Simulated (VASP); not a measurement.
Here is a VASP 6.6.1 calculation.

Contents of INCAR:

```
PREC     = Accurate       # precision mode
ENCUT    = 600            # plane-wave cutoff, eV
EDIFF    = 1E-6           # SCF threshold, eV
ISMEAR   = 0              # smearing method
SIGMA    = 0.1            # smearing width, eV
LREAL    = F              # projectors in reciprocal space
LASPH    = T              # aspherical terms in the spheres
NELM     = 100            # most SCF steps
ALGO     = Normal         # electronic algorithm
ISIF     = 3              # what is computed and relaxed
LWAVE    = F              # write WAVECAR
LCHARG   = F              # write CHGCAR
GGA      = PE             # functional
IBRION   = 2              # ionic algorithm
NSW      = 100            # ionic steps
EDIFFG   = -0.01          # ionic threshold
```

Contents of KPOINTS:

```
Automatic mesh
0
Gamma
  12 12 12
```

Contents of POSCAR:

```
Hg3Mo
1.0
    4.2948894463      0.0000000000      0.0000000000
    0.0000000000      4.2948894463      0.0000000000
    0.0000000000      0.0000000000      4.2948894463
Hg Mo
3 1
Direct
    0.0000000000      0.5000000000      0.5000000000
    0.5000000000      0.0000000000      0.5000000000
    0.5000000000      0.5000000000      0.0000000000
    0.0000000000      0.0000000000      0.0000000000
```

Potentials or basis: VASP PAW PBE potentials, release 64 (Hg, Mo_sv).

The run is started by

```sh
$ cat potpaw_PBE.64/Hg/POTCAR potpaw_PBE.64/Mo_sv/POTCAR > POTCAR
$ mpirun -np 1 vasp_std > vasp.out
```

Task: Estimate the relaxed volume.

Result: 19.93 Å³/atom.

Task: Predict the band gap on the k mesh.

Result: Zero (bands 25 and 26 overlap by 1.73 eV).

Task: What does it give for the space group after relaxing (to 0.1 Å)?

Result: Pm-3m (No. 221).

Task: Predict the relaxed cell.

Result: a = 4.304 Å, b = 4.304 Å, c = 4.304 Å, α = 90.00°, β = 90.00°, γ = 90.00°.

Step by step:
```csv
step,energy change (eV),largest force (eV/Å),pressure (GPa),volume (Å³)
1,0.0000,0.0000,0.72,79.22
2,0.0000,0.0000,-0.67,80.24
3,-0.0011,0.0000,0.00,79.73
```

Caveat: spin-orbit coupling is left out, which moves the levels of the heavy elements.
